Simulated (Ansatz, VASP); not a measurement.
# GaP: VASP beside Ansatz

```
CELL_PARAMETERS angstrom
0.00000 2.64349 2.72525
2.72525 0.00000 2.72525
2.72525 2.64349 0.00000
ATOMIC_POSITIONS crystal
Ga 0.00000 0.00000 0.00000
P 0.75000 0.75000 0.75000
```

Change from the starting cell: strain -0.0300 x Voigt [0, 1, 0, 0, 0, 0], atoms carried along.

Alike in both runs: task single point; functional r2SCAN; k mesh 8 × 8 × 8; occupations gaussian, width 0.05 eV; no spin polarisation.

|  | VASP | Ansatz |
| --- | --- | --- |
| version | VASP 6.6.1 | Ansatz 0.2.0 |
| potentials or method | VASP PAW PBE potentials, release 64 (Ga_d, P), cutoff 520 eV | scalar-relativistic, plane waves, PAW |
| valence electrons in the cell | 18 | 18 |

```tsv
	VASP	Ansatz	Ansatz less VASP
gap on the k mesh at the Fermi level (eV)	1.54	1.53	-0.007
least direct gap on the mesh (eV)	2.49	2.51	+0.023
pressure (GPa)	2.8	2.9	+0.05
traceless stress, the component that is largest in VASP (GPa)	1.58	1.58	0.000
```

VASP's potentials were made for PBE, not for r2SCAN. The functional is the same, so the differences come from potentials, cutoffs and numerics.
